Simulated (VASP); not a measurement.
# LuAl4Pt (P6/mmm) in VASP: a series of runs

The runs below take LuAl4Pt through single point, with PBE.

Everything below comes from runs of VASP 6.6.1. Logs are shortened: lines on timing, memory, paths and dates and some standing lists are left out, and cuts for length are marked.

## Step 1: The cell of the first run

It takes space group P6/mmm (No. 191, hexagonal). The conventional cell has a = 3.640 Å, b = 3.640 Å, c = 7.782 Å, α = 90.00°, β = 90.00°, γ = 120.00°. Lu (site symmetry 6/mmm) has 12 Al at 2.91 Å and 6 Lu at 3.64 Å and 2 Pt at 3.89 Å within 3.9 Å. Within 3.0 Å of Al (site symmetry 3m) lie 3 Al at 2.10 Å and 3 Pt at 2.82 Å and 3 Lu at 2.91 Å. Within 3.7 Å of Pt (site symmetry 6/mmm) lie 12 Al at 2.82 Å and 6 Pt at 3.64 Å.

The cell was generated, and may not be a known phase.

## Step 2: Single point, PBE

INCAR

```
ALGO = Fast ; EDIFF = 1E-6
ENCUT = 520 ; GGA = PE
ISIF = 2 ; ISMEAR = 0
LASPH = True ; LCHARG = False
LREAL = False ; LWAVE = False
NBANDS = 32 ; NELM = 100
PREC = Accurate ; SIGMA = 0.1
```

KPOINTS

```
k-points
0
Gamma
  6 6 2
```

POSCAR

```
LuAl4Pt
1.0
    3.6401827900      0.0000000000      0.0000000000
   -1.8200913900      3.1524907700      0.0000000000
    0.0000000000      0.0000000000      7.7819571800
Lu Al Pt
1 4 1
Direct
    0.0000000000      0.0000000000      0.0000000000
    0.3333333300      0.6666666700      0.7407687300
    0.3333333300      0.6666666700      0.2592312700
    0.6666666700      0.3333333300      0.7407687300
    0.6666666700      0.3333333300      0.2592312700
    0.0000000000      0.0000000000      0.5000000000
```

Potentials or basis: VASP PAW PBE potentials, release 64 (Lu, Al, Pt).

On the command line:

```console
> cat potpaw_PBE.64/Lu/POTCAR potpaw_PBE.64/Al/POTCAR potpaw_PBE.64/Pt/POTCAR > POTCAR
> mpirun -np 1 vasp_std > vasp.out
```

OUTCAR:

```text
EDIFF = 1E-6
   ENCUT = 520
   GGA = PE
   ISIF = 2
   ISMEAR = 0
   LASPH = True
   LREAL = False
   NELM = 100
   PREC = Accurate

 ion  position               nearest neighbor table
   1  0.000  0.000  0.000-   2 2.91   3 2.91   4 2.91   5 2.91   2 2.91   3 2.91   4 2.91   5 2.91
                             4 2.91   5 2.91   2 2.91   3 2.91
   2  0.333  0.667  0.741-   4 2.10   4 2.10   4 2.10   6 2.82   6 2.82   6 2.82   1 2.91   1 2.91
                             1 2.91
   3  0.333  0.667  0.259-   5 2.10   5 2.10   5 2.10   6 2.82   6 2.82   6 2.82   1 2.91   1 2.91
                             1 2.91
   4  0.667  0.333  0.741-   2 2.10   2 2.10   2 2.10   6 2.82   6 2.82   6 2.82   1 2.91   1 2.91
                             1 2.91
   5  0.667  0.333  0.259-   3 2.10   3 2.10   3 2.10   6 2.82   6 2.82   6 2.82   1 2.91   1 2.91
                             1 2.91
   6  0.000  0.000  0.500-   2 2.82   3 2.82   4 2.82   5 2.82   2 2.82   3 2.82   4 2.82   5 2.82
                             4 2.82   5 2.82   2 2.82   3 2.82

  LATTYP: Found a hexagonal cell.
 ALAT       =     3.6401827900
 C/A-ratio  =     2.1377929706

  Lattice vectors:

 A1 = (   3.6401827900,   0.0000000000,   0.0000000000)
 A2 = (  -1.8200913900,   3.1524907700,   0.0000000000)
 A3 = (   0.0000000000,   0.0000000000,   7.7819571800)

Analysis of symmetry for initial positions (statically):
=====================================================================
 Subroutine PRICEL returns:
 Original cell was already a primitive cell.

 Routine SETGRP: Setting up the symmetry group for a
 hexagonal supercell.

 Subroutine GETGRP returns: Found 24 space group operations
 (whereof 24 operations were pure point group operations)
 out of a pool of 24 trial point group operations.

The static configuration has the point symmetry D_6h.

Analysis of symmetry for dynamics (positions and initial velocities):
=====================================================================
 Subroutine PRICEL returns:
 Original cell was already a primitive cell.

 Routine SETGRP: Setting up the symmetry group for a
 hexagonal supercell.

 Subroutine GETGRP returns: Found 24 space group operations
 (whereof 24 operations were pure point group operations)
 out of a pool of 24 trial point group operations.

The dynamic configuration has the point symmetry D_6h.

 Subroutine INISYM returns: Found 24 space group operations
 (whereof 24 operations are pure point group operations),
 and found     1 'primitive' translations

----------------------------------------------------------------------------------------

                                     Primitive cell

  volume of cell :      89.3030

  direct lattice vectors                    reciprocal lattice vectors
     3.640182790  0.000000000  0.000000000     0.274711480  0.158604746  0.000000000
    -1.820091390  3.152490770  0.000000000     0.000000000  0.317209493  0.000000000
     0.000000000  0.000000000  7.781957180     0.000000000  0.000000000  0.128502378

  length of vectors
     3.640182790  3.640182787  7.781957180     0.317209493  0.317209493  0.128502378

  position of ions in fractional coordinates (direct lattice)
     0.000000000  0.000000000  0.000000000
     0.333333330  0.666666670  0.740768730
     0.333333330  0.666666670  0.259231270
     0.666666670  0.333333330  0.740768730
     0.666666670  0.333333330  0.259231270
     0.000000000  0.000000000  0.500000000

  ion indices of the primitive-cell ions
   primitive index   ion index
                 1           1
                 2           2
                 3           3
                 4           4
                 5           5
                 6           6

----------------------------------------------------------------------------------------

 KPOINTS: k-points

Automatic generation of k-mesh.
 Grid dimensions read from file:
 generate k-points for:    6    6    2

 Generating k-lattice:

  Cartesian coordinates                     Fractional coordinates (reciprocal lattice)
     0.045785247  0.026434124  0.000000000     0.166666667  0.000000000  0.000000000
     0.000000000  0.052868249  0.000000000     0.000000000  0.166666667  0.000000000
     0.000000000  0.000000000  0.064251189     0.000000000  0.000000000  0.500000000

  Length of vectors
     0.052868249  0.052868249  0.064251189

  Shift w.r.t. Gamma in fractional coordinates (k-lattice)
     0.000000000  0.000000000  0.000000000

 Subroutine IBZKPT returns following result:
 ===========================================

 Found     14 irreducible k-points:

 Following reciprocal coordinates:
            Coordinates               Weight
  0.000000  0.000000  0.000000      1.000000
  0.166667  0.000000  0.000000      6.000000
  0.333333 -0.000000  0.000000      6.000000
  0.500000  0.000000  0.000000      3.000000
  0.166667  0.166667  0.000000      6.000000
  0.333333  0.166667  0.000000     12.000000
  0.333333  0.333333  0.000000      2.000000
  0.000000  0.000000  0.500000      1.000000
  0.166667  0.000000  0.500000      6.000000
  0.333333 -0.000000  0.500000      6.000000
  0.500000  0.000000  0.500000      3.000000
  0.166667  0.166667  0.500000      6.000000
  0.333333  0.166667  0.500000     12.000000
  0.333333  0.333333  0.500000      2.000000
   k-points           NKPTS =     14   k-points in BZ     NKDIM =     14   number of bands    NBANDS=     32
   number of dos      NEDOS =    301   number of ions     NIONS =      6
   total plane-waves  NPLWV =  47040
   dimension x,y,z NGX =    28 NGY =   28 NGZ =   60
   dimension x,y,z NGXF=    56 NGYF=   56 NGZF=  120
   ions per type =               1   4   1
   NGX,Y,Z   is equivalent  to a cutoff of  12.79, 12.79, 12.82 a.u.
   NGXF,Y,Z  is equivalent  to a cutoff of  25.58, 25.58, 25.64 a.u.
 SYSTEM =  unknown system
   PREC   = accura    normal or accurate (medium, high low for compatibility)
   ISTART =      0    job   : 0-new  1-cont  2-samecut
   ICHARG =      2    charge: 1-file 2-atom 10-const
   ISPIN  =      1    spin polarized calculation?
   LNONCOLLINEAR =      F non collinear calculations
   LSORBIT =      F    spin-orbit coupling
   LASPH  =      T    aspherical Exc in radial PAW
   ENCUT  =  520.0 eV  38.22 Ry    6.18 a.u.   6.77  6.77 14.47*2*pi/ulx,y,z
   NELM   =    100;   NELMIN=  2; NELMDL= -5     # of ELM steps
   EDIFF  = 0.1E-05   stopping-criterion for ELM
   LREAL  =      F    real-space projection
   EDIFFG = 0.1E-04   stopping-criterion for IOM
   NSW    =      0    number of steps for IOM
   IBRION =     -1    ionic relax: 0-MD 1-quasi-New 2-CG
   NFREE  =      0    steps in history (QN), initial steepest desc. (CG)
   ISIF   =      2    stress and relaxation
   ISYM   =      2    0-nonsym 1-usesym 2-fastsym
   POTIM  = 0.5000    time-step for ionic-motion
   TEBEG  =    0.0;   TEEND  =   0.0 temperature during run
   PSTRESS=    0.0 pullay stress
   NELECT =      47.0000    total number of electrons
   NUPDOWN=      -1.0000    fix difference up-down
   EMIN   =  10.00;   EMAX   =-10.00  energy-range for DOS
   EFERMI =   0.00;   METHOD = LEGACY
   ISMEAR =     0;   SIGMA  =   0.10  broadening in eV -4-tet -1-fermi 0-gaus
   EFERMI_NEDOS =   21; number of points for ismear=-14 and -15
   IALGO  =     68    algorithm
   IMIX   =      4    mixing-type and parameters
     AMIX     =   0.40;   BMIX     =  1.00
     AMIX_MAG =   1.60;   BMIX_MAG =  1.00
  volume/ion in A,a.u.               =      14.88       100.44
  Fermi-wavevector in a.u.,A,eV,Ry     =   1.321759  2.497762 23.770003  1.747046
  Thomas-Fermi vector in A             =   2.451489
   LORBIT       =      0    0 simple, 1 ext, 2 COOP (PROOUT), +10 PAW based schemes
   GGA     = PE    functional components
   LHFCALC =     F    Hartree Fock is set to
   AEXX    =    0.0000 exact exchange contribution
   IVDW    =     0    specifies the selected vdW correction
   LEPSILON=     F    determine dielectric tensor
   LRPA    =     F    only Hartree local field effects (RPA)
 non-spin polarized calculation
 RMM-DIIS sequential band-by-band and
 Gauss-broadening in eV      SIGMA  =   0.10
  energy-cutoff  :      520.00
  volume of cell :       89.30
 maximum number of plane-waves:      2428
 NGX is ok and might be reduce to    28
   NGX = 13   NGY = 13   NGZ = 29

 number of electron      46.9999994 magnetization

 Free energy of the ion-electron system (eV)
  ---------------------------------------------------
  ext. energy  EPLUGINS =         0.00000000
  ---------------------------------------------------
  free energy    TOTEN  =       -20.35373630 eV

  energy without entropy =      -20.33665744  energy(sigma->0) =      -20.34519687

 E-fermi :   8.8560     XC(G=0): -11.6640

 val. band max:        8.8555518857   @ k =   0.3333   0.1667   0.5000
 cond. band min:       8.8733064119   @ k =   0.1667   0.0000   0.5000
 fundamental gap:      0.0177545261
 Fermi energy:         8.8560442877

 k-point     1 :       0.0000    0.0000    0.0000
  band No.  band energies     occupation
      1     -46.9363      2.00000
      2     -17.8529      2.00000
      3     -17.5162      2.00000
      4     -17.5162      2.00000
      5      -2.6552      2.00000
      6      -0.7571      2.00000
[... 24 lines left out ...]
     31      13.1310      0.00000
     32      13.9630      0.00000

 k-point     2 :       0.1667    0.0000    0.0000
  band No.  band energies     occupation
      1     -46.9338      2.00000
      2     -17.8398      2.00000
      3     -17.5844      2.00000
      4     -17.5320      2.00000
      5      -2.2025      2.00000
      6      -0.4910      2.00000
[... 24 lines left out ...]
     31      14.6138      0.00000
     32      15.1887      0.00000

 k-point     3 :       0.3333   -0.0000    0.0000
  band No.  band energies     occupation
      1     -46.9286      2.00000
      2     -17.8135      2.00000
      3     -17.7173      2.00000
      4     -17.5634      2.00000
      5      -0.9081      2.00000
      6       0.2438      2.00000
[... 24 lines left out ...]
     31      13.1943      0.00000
     32      13.4299      0.00000

 k-point     4 :       0.5000    0.0000    0.0000
  band No.  band energies     occupation
      1     -46.9261      2.00000
      2     -17.8003      2.00000
      3     -17.7822      2.00000
      4     -17.5789      2.00000
      5       0.8376      2.00000
      6       0.8848      2.00000
[... 24 lines left out ...]
     31      13.4418      0.00000
     32      13.9709      0.00000

 k-point     5 :       0.1667    0.1667    0.0000
  band No.  band energies     occupation
      1     -46.9299      2.00000
      2     -17.8201      2.00000
      3     -17.6718      2.00000
      4     -17.5686      2.00000
      5      -1.3271      2.00000
      6       0.0219      2.00000
[... 234 lines left out ...]
     31      14.0817      0.00000
     32      14.4570      0.00000

 k-point    12 :       0.1667    0.1667    0.5000
  band No.  band energies     occupation
      1     -46.9299      2.00000
      2     -17.8202      2.00000
      3     -17.6718      2.00000
      4     -17.5686      2.00000
      5      -0.9843      2.00000
      6      -0.5230      2.00000
[... 24 lines left out ...]
     31      13.4935      0.00000
     32      14.4602      0.00000

 k-point    13 :       0.3333    0.1667    0.5000
  band No.  band energies     occupation
      1     -46.9261      2.00000
      2     -17.8005      2.00000
      3     -17.7485      2.00000
      4     -17.6140      2.00000
      5       0.5010      2.00000
      6       0.7975      2.00000
[... 24 lines left out ...]
     31      14.2903      0.00000
     32      14.6458      0.00000

 k-point    14 :       0.3333    0.3333    0.5000
  band No.  band energies     occupation
      1     -46.9248      2.00000
      2     -17.7939      2.00000
      3     -17.7019      2.00000
      4     -17.7019      2.00000
      5       1.9717      2.00000
      6       1.9717      2.00000
[... 24 lines left out ...]
     31      14.3596      0.00000
     32      15.0035      0.00000

------------------------ aborting loop because EDIFF is reached ----------------------------------------

  FORCE on cell =-STRESS in cart. coord.  units (eV):
  Direction    XX          YY          ZZ          XY          YZ          ZX
  --------------------------------------------------------------------------------------
  -------------------------------------------------------------------------------------
  Total       40.9615883     40.9615883     -4.4679887      0.0000001     -0.0000000     -0.0000000
  in kB      734.8886129    734.8886126    -80.1598311      0.0000012     -0.0000000     -0.0000000
  external PRESSURE =     463.2057981 kB  Pullay stress =       0.0000000 kB

 VOLUME and BASIS-vectors are now :
 -----------------------------------------------------------------------------
  energy-cutoff  :      520.00
  volume of cell :       89.30
      direct lattice vectors                 reciprocal lattice vectors
     3.640182790  0.000000000  0.000000000     0.274711480  0.158604746  0.000000000
    -1.820091390  3.152490770  0.000000000     0.000000000  0.317209493  0.000000000
     0.000000000  0.000000000  7.781957180     0.000000000  0.000000000  0.128502378

 POSITION                                       TOTAL-FORCE (eV/Angst)
 -----------------------------------------------------------------------------------
      0.00000      0.00000      0.00000        -0.000000     -0.000000      0.000000
     -0.00000      2.10166      5.76463        -0.000000      0.000000     -1.176263
     -0.00000      2.10166      2.01733         0.000000     -0.000000      1.176263
      1.82009      1.05083      5.76463         0.000000      0.000000     -1.176263
      1.82009      1.05083      2.01733         0.000000      0.000000      1.176263
      0.00000      0.00000      3.89098        -0.000000     -0.000000      0.000000
 -----------------------------------------------------------------------------------
    total drift:                                0.000000     -0.000000     -0.000000

  FREE ENERGIE OF THE ION-ELECTRON SYSTEM (eV)
  ---------------------------------------------------
  free  energy   TOTEN  =       -20.3537363037 eV

  energy  without entropy=      -20.3366574373  energy(sigma->0) =      -20.34519687
```

Run time: 53 s. Hardware: 1 thread of Intel Xeon 6975P-C (Granite Rapids), shared host; peak memory 0.23 GiB.

What came out:

```yaml
Free_energy: -20.3537 eV
Pressure: 46.3 GPa
Largest_force: 1.176 eV/Å
Band_gap_on_the_k_mesh: zero (an odd number of electrons rules out a gap without spin polarisation)
```

Forces in eV/Å, atoms in the order of the input:
```
Lu   0.000  0.000  0.000
Al   0.000  0.000 -1.176
Al   0.000  0.000  1.176
Al   0.000  0.000 -1.176
Al   0.000  0.000  1.176
Pt   0.000  0.000  0.000
```

Stress tensor (GPa, compression positive):
```
73.49  0.00  0.00
 0.00 73.49  0.00
 0.00  0.00 -8.02
```

Caveat: the k points lie up to 0.40 Å⁻¹ apart, too coarse for converged energies and pressures of a metal; spin-orbit coupling is left out, which moves the levels of the heavy elements; forces of over 1 eV/Å act on the atoms, so gaps and moduli don't describe the material at rest.

[end of part 1 of 2]

The gap in the log of VASP goes by the Fermi energy; the results here count the filled bands.